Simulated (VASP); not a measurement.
# B2AsH2 (P-3m1) in VASP: notebook, part 2 of 2

VASP 6.6.1. The steps go on from the part before.

## Step 4: Relaxation of cell and atoms, PBE

File INCAR:

```
SYSTEM = B2AsH2
PREC     = Accurate       ! precision mode
ENCUT    = 600            ! plane-wave cutoff, eV
EDIFF    = 1E-6           ! SCF threshold, eV
ISMEAR   = 0              ! smearing method
SIGMA    = 0.1            ! smearing width, eV
LREAL    = .False.        ! projectors in reciprocal space
LASPH    = .True.         ! aspherical terms in the spheres
NELM     = 60             ! most SCF steps
ALGO     = Normal         ! electronic algorithm
ISIF     = 3              ! what is computed and relaxed
LWAVE    = .False.        ! write WAVECAR
LCHARG   = .False.        ! write CHGCAR
GGA      = PE             ! functional
IBRION   = 2              ! ionic algorithm
NSW      = 90             ! ionic steps
EDIFFG   = -0.04          ! ionic threshold
```

File KPOINTS:

```
regular mesh
0
Gamma
  6 6 4
  0 0 0
```

File POSCAR:

```
B2AsH2
1.0
    3.2022202100      0.0000000000      0.0000000000
   -1.6011101000      2.7732040500      0.0000000000
    0.0000000000      0.0000000000      5.5196706500
B H As
2 2 1
Direct
    0.6666666700      0.3333333300      0.5937268100
    0.3333333300      0.6666666700      0.4062731900
    0.6666666700      0.3333333300      0.2438246200
    0.3333333300      0.6666666700      0.7561753800
    0.0000000000      0.0000000000      0.0000000000
```

Potentials or basis: VASP PAW PBE potentials, release 64 (B, H, As).

Run with:

```console
cat potpaw_PBE.64/B/POTCAR potpaw_PBE.64/H/POTCAR potpaw_PBE.64/As/POTCAR > POTCAR
mpirun -np 1 vasp_std > vasp.out
```

OUTCAR:

```text
SYSTEM = B2AsH2
   PREC = Accurate
   ENCUT = 600
   EDIFF = 1E-6
   ISMEAR = 0
   LREAL = .False.
   LASPH = .True.
   NELM = 60
   ISIF = 3
   GGA = PE
   IBRION = 2
   NSW = 90
   EDIFFG = -0.04

 ion  position               nearest neighbor table
   1  0.667  0.333  0.594-   2 2.12   2 2.12   2 2.12
   2  0.333  0.667  0.406-   1 2.12   1 2.12   1 2.12
   3  0.667  0.333  0.244-
   4  0.333  0.667  0.756-
   5  0.000  0.000  0.000-

  LATTYP: Found a hexagonal cell.
 ALAT       =     3.2022202100
 C/A-ratio  =     1.7237011473

  Lattice vectors:

 A1 = (   3.2022202100,   0.0000000000,   0.0000000000)
 A2 = (  -1.6011101000,   2.7732040500,   0.0000000000)
 A3 = (   0.0000000000,   0.0000000000,   5.5196706500)

Analysis of symmetry for initial positions (statically):
=====================================================================
 Subroutine PRICEL returns:
[... 921 lines left out ...]
      2      -2.4739      2.00000
      3      -2.4739      2.00000
      4      -1.6174      2.00000
      5      -1.6174      2.00000
      6      -0.3150      2.00000
      7       0.5439      2.00000
      8       0.5439      2.00000
      9       4.0906      0.00000
     10       9.0784      0.00000

[... ionic steps 4 to 31 ...]

--------------------------------------- Ionic step       32  -------------------------------------------

 number of electron      13.0000008 magnetization

------------------------ aborting loop because EDIFF is reached ----------------------------------------
[... 73 lines left out ...]
--------------------------------------- Ionic step       34  -------------------------------------------

 number of electron      13.0000008 magnetization

 Free energy of the ion-electron system (eV)
  ---------------------------------------------------
  ext. energy  EPLUGINS =         0.00000000
  ---------------------------------------------------
  free energy    TOTEN  =       -22.15279976 eV

  energy without entropy =      -22.12212603  energy(sigma->0) =      -22.13746289

 E-fermi :   2.4137     XC(G=0):  -9.4335

 val. band max:        2.4131629908   @ k =   0.3333   0.1667   0.2500
 cond. band min:       2.4173058944   @ k =   0.3333   0.1667   0.0000
 fundamental gap:      0.0041429036
 Fermi energy:         2.4137014716
[... 342 lines left out ...]
  FREE ENERGIE OF THE ION-ELECTRON SYSTEM (eV)
  ---------------------------------------------------
  free  energy   TOTEN  =       -22.1527997580 eV

  energy  without entropy=      -22.1221260320  energy(sigma->0) =      -22.13746289

 reached required accuracy - stopping structural energy minimisation
```

OSZICAR:

```text
N       E                     dE             d eps       ncg     rms          rms(c)
DAV:   1     0.205976945121E+02    0.20598E+02   -0.58654E+03   480   0.119E+03
DAV:   2    -0.164776053730E+02   -0.37075E+02   -0.35302E+02   636   0.155E+02
DAV:   3    -0.182844683913E+02   -0.18069E+01   -0.17536E+01   650   0.300E+01
[... 377 lines left out ...]
DAV:   1    -0.221528865415E+02   -0.17647E-03   -0.12569E-03   488   0.306E-01    0.693E-02
DAV:   2    -0.221583729905E+02   -0.54864E-02   -0.53859E-03   512   0.276E-01    0.537E-01
DAV:   3    -0.221527947498E+02    0.55782E-02   -0.39080E-03   512   0.247E-01    0.892E-03
DAV:   4    -0.221528000291E+02   -0.52793E-05   -0.41556E-05   498   0.463E-02    0.445E-03
DAV:   5    -0.221527997580E+02    0.27105E-06   -0.67808E-07   340   0.677E-03
  34 F= -.22152800E+02 E0= -.22137463E+02  d E =-.902546E-04
```

Run time: 15 min. Hardware: 1 thread of Intel Xeon 8259CL, shared host; peak memory 0.21 GiB.

What came out:

| Property | Result |
| --- | --- |
| Free energy | -22.1528 eV |
| Relaxed volume | 10.72 Å³/atom |
| Relaxed cell | a = 2.663 Å, b = 2.663 Å, c = 8.729 Å, α = 90.00°, β = 90.00°, γ = 120.00° |
| Space group after relaxing (to 0.1 Å) | P-3m1 (No. 164) |
| Energy gained by relaxing | 919.6 meV/atom |
| Ionic steps | 34 |
| Pressure after relaxing | 0.0 GPa |
| Largest force after relaxing | 0.020 eV/Å |
| Band gap on the k mesh | zero (an odd number of electrons rules out a gap without spin polarisation) |

Forces in eV/Å, atoms in the order of the input:
```
B    0.000  0.000 -0.018
B    0.000  0.000  0.018
H    0.000  0.000 -0.020
H    0.000  0.000  0.020
As   0.000  0.000  0.000
```

The path:
| step | energy change (eV) | largest force (eV/Å) | pressure (GPa) | volume (Å³) |
| --- | --- | --- | --- | --- |
| 1 | 0.0000 | 2.5740 | -20.22 | 49.02 |
| 2 | -1.4821 | 2.7221 | -6.67 | 40.74 |
| 3 | -1.8401 | 2.0549 | 13.45 | 35.84 |
| 4 | -2.3131 | 0.9319 | 18.76 | 36.58 |
| 5 | -2.3172 | 1.4834 | 20.16 | 36.74 |
| 6 | -2.7325 | 1.6582 | 5.70 | 41.23 |
| 7 | -2.8210 | 1.4940 | -1.88 | 45.18 |
| 8 | -3.1149 | 0.4206 | -8.43 | 47.27 |
| 9 | -3.1155 | 0.4882 | -8.65 | 47.38 |
| 10 | -3.3265 | 0.6992 | -2.29 | 44.72 |
| 11 | -3.3754 | 0.8643 | 1.99 | 43.29 |
| 12 | -3.3289 | 1.2016 | 12.50 | 40.45 |
| 13 | -3.3825 | 0.9309 | 4.87 | 42.42 |
| 14 | -3.6118 | 0.7640 | 6.54 | 42.43 |
| 15 | -3.7703 | 0.9982 | 9.87 | 42.33 |
| 16 | -3.7789 | 0.5752 | 8.94 | 42.36 |
| 17 | -3.8999 | 0.6671 | 6.03 | 43.63 |
| 18 | -3.9745 | 1.5167 | -0.46 | 47.31 |
| 19 | -4.0951 | 1.1947 | -2.36 | 48.39 |
| 20 | -4.1002 | 1.3218 | -2.66 | 48.60 |
| 21 | -4.2296 | 0.9704 | -0.25 | 48.53 |
| 22 | -4.3252 | 1.0138 | 4.05 | 48.38 |
| 23 | -4.4212 | 0.8036 | 4.59 | 49.71 |
| 24 | -4.4220 | 1.1868 | 4.91 | 50.04 |
| 25 | -4.4627 | 1.3005 | 4.14 | 50.86 |
| 26 | -4.4878 | 1.7386 | 2.94 | 52.57 |
| 27 | -4.5782 | 0.6752 | 0.79 | 53.45 |
| 28 | -4.5967 | 0.0436 | -0.56 | 54.11 |
| 29 | -4.5967 | 0.0418 | -0.50 | 54.08 |
| 30 | -4.5970 | 0.0417 | -0.42 | 54.01 |
| 31 | -4.5976 | 0.0416 | -0.18 | 53.82 |
| 32 | -4.5977 | 0.0422 | 0.34 | 53.43 |
| 33 | -4.5978 | 0.0420 | 0.13 | 53.59 |
| 34 | -4.5979 | 0.0198 | 0.05 | 53.60 |

Final structure:
```
B H As
1.0
     2.66278    0.00000    0.00000
    -1.33139    2.30604    0.00000
     0.00000    0.00000    8.72903
B H As
2 2 1
Direct
  0.66667 0.33333 0.44448
  0.33333 0.66667 0.55552
  0.66667 0.33333 0.30715
  0.33333 0.66667 0.69285
  0.00000 0.00000 0.00000
```

Caveat: the k points lie up to 0.45 Å⁻¹ apart in the final cell, too coarse for converged energies and pressures of a metal; a cell axis changed by over 15 % at a fixed basis, so the end point is rough; an odd number of electrons without spin polarisation forces a metal; a magnetic or distorted state may lie lower.

## Step 5: Single point, PBE

This run uses another cell than the first one, of 12.74 Å³/atom.

File INCAR:

```
PREC = Accurate
ENCUT = 520
EDIFF = 1E-6
ISMEAR = 0
SIGMA = 0.1
LREAL = False
LASPH = True
NELM = 60
ALGO = Normal
ISIF = 2
LWAVE = False
LCHARG = False
GGA = PE
NBANDS = 14
```

File KPOINTS:

```
regular mesh
0
Gamma
  18 18 4
```

File POSCAR:

```
B2AsH2
1.0
    2.6471812177      0.0000000000      0.0000000000
   -1.3235906088      2.2925261829      0.0000000000
    0.0000000000      0.0000000000     10.4941597062
B H As
2 2 1
Direct
    0.6666666667      0.3333333333      0.4513765335
    0.3333333333      0.6666666667      0.5486234665
    0.6666666667      0.3333333333      0.3381782814
    0.3333333333      0.6666666667      0.6618217186
    0.0000000000      0.0000000000      0.0000000000
```

Run with:

```console
cat potpaw_PBE.64/B/POTCAR potpaw_PBE.64/H/POTCAR potpaw_PBE.64/As/POTCAR > POTCAR
mpirun -np 1 vasp_std > vasp.out
```

Run time: 3.5 min. Hardware: 1 thread of Intel Xeon 8259CL, shared host; peak memory 0.27 GiB.

It converged, with:

- Free energy: -22.7015 eV
- Pressure: 0.0 GPa
- Largest force: 0.004 eV/Å
- Band gap on the k mesh: zero (an odd number of electrons rules out a gap without spin polarisation)

Forces on the atoms (eV/Å):
```
B    0.000  0.000  0.000
B    0.000  0.000  0.000
H    0.000  0.000 -0.004
H    0.000  0.000  0.004
As   0.000  0.000  0.000
```

Levels at points of the mesh, in eV from the Fermi level:
| k point | band 3 | band 4 | band 5 | band 6 | band 7 | band 8 | band 9 | band 10 |
| --- | --- | --- | --- | --- | --- | --- | --- | --- |
| (0.00, 0.00, 0.00) | -7.52 | -4.26 | -3.93 | 4.17 | 4.95 | 5.32 | 5.32 | 9.23 |
| (0.50, 0.00, 0.00) | -6.64 | -6.14 | -3.87 | -2.68 | 0.75 | 1.91 | 4.45 | 5.38 |
| (0.00, 0.00, 0.50) | -7.51 | -4.56 | -3.59 | 3.24 | 5.32 | 5.32 | 7.02 | 8.32 |
| (0.50, 0.00, 0.50) | -6.65 | -6.14 | -3.87 | -2.68 | 0.74 | 1.91 | 4.45 | 5.05 |

Caveat: this functional lacks dispersion, which binds layers or chains, so the pressure and a relaxed spacing across them are unreliable; an odd number of electrons without spin polarisation forces a metal; a magnetic or distorted state may lie lower.

## Step 6: Single point, PBE

This run uses another cell than the first one, of 12.74 Å³/atom.

File INCAR:

```
SYSTEM = B2AsH2
  ALGO = Normal
  EDIFF = 1E-7
  ENCUT = 520
  GGA = PE
  ISIF = 2
  ISMEAR = 0
  LASPH = .True.
  LCHARG = .False.
  LREAL = .False.
  LWAVE = .False.
  NBANDS = 14
  NELM = 80
  PREC = Accurate
  SIGMA = 0.1
```

File KPOINTS:

```
k-points
0
Gamma
  18 18 4
  0 0 0
```

POSCAR is that of step 5.

Potentials or basis: VASP PAW PBE potentials, release 64 (B, H, As).

Run with:

```console
cat potpaw_PBE.64/B/POTCAR potpaw_PBE.64/H/POTCAR potpaw_PBE.64/As/POTCAR > POTCAR
mpirun -np 1 vasp_std > vasp.out
```

Wall time 3.9 min (1 thread of Intel Xeon 8259CL, shared host); peak memory 0.27 GiB.

Results (log left out):

| Property | Result |
| --- | --- |
| Free energy | -22.7015 eV |
| Pressure | 0.0 GPa |
| Largest force | 0.004 eV/Å |
| Band gap on the k mesh | zero (an odd number of electrons rules out a gap without spin polarisation) |

Forces in eV/Å, atoms in the order of the input:
```
B    0.000  0.000  0.003
B    0.000  0.000 -0.003
H    0.000  0.000 -0.004
H    0.000  0.000  0.004
As   0.000  0.000  0.000
```

Levels at points of the mesh, in eV from the Fermi level:
```
           k point  band 3  band 4  band 5  band 6  band 7  band 8  band 9  band 10
(0.00, 0.00, 0.00)   -7.53   -4.26   -3.93    4.17    4.95    5.32    5.32     9.23
(0.50, 0.00, 0.00)   -6.64   -6.14   -3.87   -2.68    0.75    1.91    4.45     5.38
(0.00, 0.00, 0.50)   -7.51   -4.56   -3.59    3.24    5.32    5.32    7.02     8.32
(0.50, 0.00, 0.50)   -6.64   -6.14   -3.87   -2.68    0.74    1.91    4.45     5.05
```

Caveat: this functional lacks dispersion, which binds layers or chains, so the pressure and a relaxed spacing across them are unreliable; an odd number of electrons without spin polarisation forces a metal; a magnetic or distorted state may lie lower.

## Step 7: The runs side by side

```csv
task,cell,k mesh,cutoff (eV),gap on the mesh (eV),pressure (GPa),largest force (eV/Å)
single point,"a = 3.202, b = 3.202, c = 5.520 Å, angles 90.0, 90.0, 120.0°, 5 atoms, atomic positions A",6 × 6 × 4,520,none,-20.3,2.57
single point,"a = 2.658, b = 2.658, c = 9.444 Å, angles 90.0, 90.0, 120.0°, 5 atoms, atomic positions B",6 × 6 × 4,520,none,0.1,0.04
relaxation of cell and atoms,"relaxed from a = 3.202, b = 3.202, c = 5.520 Å, angles 90.0, 90.0, 120.0°, 5 atoms, atomic positions A",6 × 6 × 4,600,none,0.0,0.02
single point,"a = 2.647, b = 2.647, c = 10.494 Å, angles 90.0, 90.0, 120.0°, 5 atoms, atomic positions C",18 × 18 × 4,520,none,0.0,-
```

Alike in all rows: level PBE; potentials or basis VASP PAW PBE potentials, release 64 (B, H, As); no spin polarisation; smearing gaussian 0.1 eV.

Caveats: some runs use coarse meshes; an odd number of electrons without spin polarisation forces a metal; a magnetic or distorted state may lie lower; this functional lacks dispersion, which binds layers or chains, so the pressure and a relaxed spacing across them are unreliable (at least some runs); a cell axis changed by over 15 % at a fixed basis, so the end point is rough (at least some runs).

Total energies depend on the potentials used, so only differences within one code and one set of settings carry meaning.

The gap in the log of VASP goes by the Fermi energy; the results here count the filled bands.